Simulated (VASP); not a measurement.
Wanted: the native input for a VASP 6.6.1 run.

| Item | Value |
| --- | --- |
| Task | relaxation of cell and atoms |
| Functional | PBE |
| Potentials or basis | VASP PAW PBE potentials, release 64 (Sc_sv, B, Sb, P) |
| Cutoff | 600 eV |
| k mesh | 4 × 4 × 4 |
| Occupations | gaussian, width 0.1 eV |
| Spin | no spin polarisation |
| Dipole correction | no |
| Further INCAR settings | ALGO = Normal; EDIFF = 1e-06; IBRION = 2; EDIFFG = -0.04; NSW = 90; ISIF = 3 |

The structure of ScBSbP3 lies in POSCAR:

```
ScBSbP3
1.0
    4.6825183900      0.0000000000      0.0000000000
    0.0000000000      4.6825183900      0.0000000000
    0.0000000000      0.0000000000      5.2116080800
Sc B Sb P
1 1 1 3
Direct
    0.0000000000      0.0000000000      0.5000000000
    0.5000000000      0.5000000000      0.0000000000
    0.0000000000      0.0000000000      0.0000000000
    0.5000000000      0.0000000000      0.5000000000
    0.0000000000      0.5000000000      0.5000000000
    0.5000000000      0.5000000000      0.5000000000
```

The cell was generated, and may not be a known phase.

These files were run (other wordings do the same):

INCAR

```
PREC = Accurate
ENCUT = 600
EDIFF = 1E-6
ISMEAR = 0
SIGMA = 0.1
LREAL = F
LASPH = T
NELM = 80
ALGO = Normal
ISIF = 3
LWAVE = F
LCHARG = F
GGA = PE
IBRION = 2
NSW = 90
EDIFFG = -0.04
```

KPOINTS

```
regular mesh
0
Gamma
  4 4 4
```

Potentials or basis: VASP PAW PBE potentials, release 64 (Sc_sv, B, Sb, P).

Command:

```bash
$ cat potpaw_PBE.64/Sc_sv/POTCAR potpaw_PBE.64/B/POTCAR potpaw_PBE.64/Sb/POTCAR potpaw_PBE.64/P/POTCAR > POTCAR
$ mpirun -np 1 vasp_std > vasp.out
```

Results of the run:

The relaxed volume is 22.05 Å³/atom and the relaxed cell is a = 4.960 Å, b = 4.960 Å, c = 5.377 Å, α = 90.00°, β = 90.00°, γ = 90.00°. The space group after relaxing (to 0.1 Å) is P4/mmm (No. 123) and the energy gained by relaxing is 103.8 meV/atom. The ionic steps are 3 and the pressure after relaxing is 0.0 GPa. The band gap on the k mesh is zero (bands 17 and 18 overlap by 0.74 eV).

Caveat: the volume moved by over 15 % at a fixed basis, so the end points are rough; spin-orbit coupling is left out, which moves the levels of the heavy elements.

Run time: 3.3 min on 1 thread of Oxide Virtual Turin-like Processor (shared host), peak memory 0.25 GiB.
